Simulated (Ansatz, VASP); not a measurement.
# SrO: VASP beside Ansatz

```
Sr O
1.0
     3.58246    0.00000    0.00000
    -1.79123    3.10250    0.00000
     0.00000    0.00000    5.89531
Sr O
2 2
Direct
  0.33333 0.66667 0.25000
  0.66667 0.33333 0.75000
  0.00000 0.00000 0.00000
  0.00000 0.00000 0.50000
```

Alike in both runs: task single point; functional PBE; k mesh 9 × 9 × 6; occupations gaussian, width 0.02 eV; no spin polarisation.

|  | VASP | Ansatz |
| --- | --- | --- |
| version | VASP 6.6.1 | Ansatz 0.2.0 |
| potentials or method | VASP PAW PBE potentials, release 64 (Sr_sv, O), cutoff 520 eV | scalar-relativistic, plane waves, PAW |
| valence electrons in the cell | 32 | 32 |

|  | VASP | Ansatz | Ansatz less VASP |
| --- | --- | --- | --- |
| gap on the k mesh at the Fermi level (eV) | 2.79 | 2.83 | +0.039 |
| least direct gap on the mesh (eV) | 2.92 | 2.92 | +0.002 |
| pressure (GPa) | 6.2 | 5.5 | -0.67 |
| traceless stress, the component that is largest in VASP (GPa) | 7.60 | 7.61 | +0.013 |

With one functional, cell and mesh, what is left measures potentials, basis and numerics.
